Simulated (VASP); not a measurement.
Here is a VASP 6.6.1 calculation.

INCAR

```
PREC     = Accurate       # precision mode
ENCUT    = 520            # plane-wave cutoff, eV
EDIFF    = 1E-6           # SCF threshold, eV
ISMEAR   = 0              # smearing method
SIGMA    = 0.1            # smearing width, eV
LREAL    = False          # projectors in reciprocal space
LASPH    = True           # aspherical terms in the spheres
NELM     = 60             # most SCF steps
ALGO     = Normal         # electronic algorithm
ISIF     = 2              # what is computed and relaxed
LWAVE    = False          # write WAVECAR
LCHARG   = False          # write CHGCAR
GGA      = PE             # functional
NBANDS   = 33             # bands
```

File KPOINTS:

```
Automatic mesh
0
Gamma
  3 3 4
```

POSCAR

```
La3Si2Br
1.0
    7.9294064288      0.0000000000      0.0000000000
   -3.9647032144      6.8670674042      0.0000000000
    0.0000000000      0.0000000000      3.9773014533
La Si Br
3 2 1
Direct
    0.5000000000      0.5000000000      0.5000000000
    0.5000000000      0.0000000000      0.5000000000
    0.0000000000      0.5000000000      0.5000000000
    0.6666666667      0.3333333333      0.0000000000
    0.3333333333      0.6666666667      0.0000000000
    0.0000000000      0.0000000000      0.0000000000
```

Potentials or basis: VASP PAW PBE potentials, release 64 (La, Si, Br).

Run with:

```console
$ cat potpaw_PBE.64/La/POTCAR potpaw_PBE.64/Si/POTCAR potpaw_PBE.64/Br/POTCAR > POTCAR
$ mpirun -np 1 vasp_std > vasp.out
```

Q: Predict the pressure.

A: 0.1 GPa.

Q: Predict the band gap on the k mesh.

A: Zero (filled and empty bands overlap).

Stress tensor (GPa, compression positive):
```
 0.14  0.00  0.00
 0.00  0.14  0.00
 0.00  0.00 -0.10
```

Caveat: the k points lie up to 0.39 Å⁻¹ apart; spin-orbit coupling is left out, which moves the levels of the heavy elements.
